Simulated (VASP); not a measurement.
Wanted: the native input for a VASP 6.6.1 run.

| Quantity | Value |
| --- | --- |
| Task | single point |
| Functional | LDA |
| Potentials or basis | VASP PAW LDA potentials, release 64 (Ga_d, As) |
| Cutoff | 520 eV |
| k mesh | 13 × 13 × 13 |
| Occupations | fermi-dirac, width 0.1 eV |
| Spin | no spin polarisation |
| Dipole correction | no |
| k mesh for the DOS | 20 × 20 × 20 |
| Occupations for the DOS | tetrahedron |
| Further INCAR settings | ALGO = Normal; EDIFF = 1e-06; NBANDS = 16 |

The system is GaAs (rocksalt type).

```
Ga As
1.0
     0.00000    2.15402    2.15402
     2.15402    0.00000    2.15402
     2.15402    2.15402    0.00000
Ga As
1 1
Direct
  0.00000 0.00000 0.00000
  0.50000 0.50000 0.50000
```

These files were run (other wordings do the same):

POSCAR

```
GaAs
1.0
    0.0000000000      2.1540151789      2.1540151789
    2.1540151789      0.0000000000      2.1540151789
    2.1540151789      2.1540151789      0.0000000000
Ga As
1 1
Direct
    0.0000000000      0.0000000000      0.0000000000
    0.5000000000      0.5000000000      0.5000000000
```

INCAR.step1

```
PREC = Accurate ; ENCUT = 520
EDIFF = 1E-6 ; ISMEAR = -1
SIGMA = 0.1 ; LREAL = False
LASPH = True ; NELM = 100
ALGO = Normal ; ISIF = 2
LWAVE = False ; LCHARG = True
NBANDS = 16
```

KPOINTS.step1

```
Automatic mesh
0
Gamma
  13 13 13
```

INCAR.step2

```
PREC = Accurate ; ENCUT = 520
EDIFF = 1E-6 ; ISMEAR = -5
SIGMA = 0.1 ; LREAL = False
LASPH = True ; NELM = 100
ALGO = Normal ; ISIF = 2
LWAVE = False ; LCHARG = False
LORBIT = 11 ; NBANDS = 16
NEDOS = 2001 ; ICHARG = 11
```

KPOINTS.step2

```
Automatic mesh
0
Gamma
  20 20 20
```

Potentials or basis: VASP PAW LDA potentials, release 64 (Ga_d, As).

Command:

```sh
$ cat potpaw_LDA.64/Ga_d/POTCAR potpaw_LDA.64/As/POTCAR > POTCAR
$ cp INCAR.step1 INCAR
$ cp KPOINTS.step1 KPOINTS
$ mpirun -np 1 vasp_std > vasp.out
$ cp INCAR.step2 INCAR
$ cp KPOINTS.step2 KPOINTS
$ mpirun -np 1 vasp_std > vasp.out
```

It gave:

```yaml
Valence_electrons_inside_the_program's_atomic_spheres: Ga 12.85; As 3.52
```

Run time: 62 s on 1 thread of Intel Xeon 8259CL, on a shared host, peak memory 0.2 GiB.
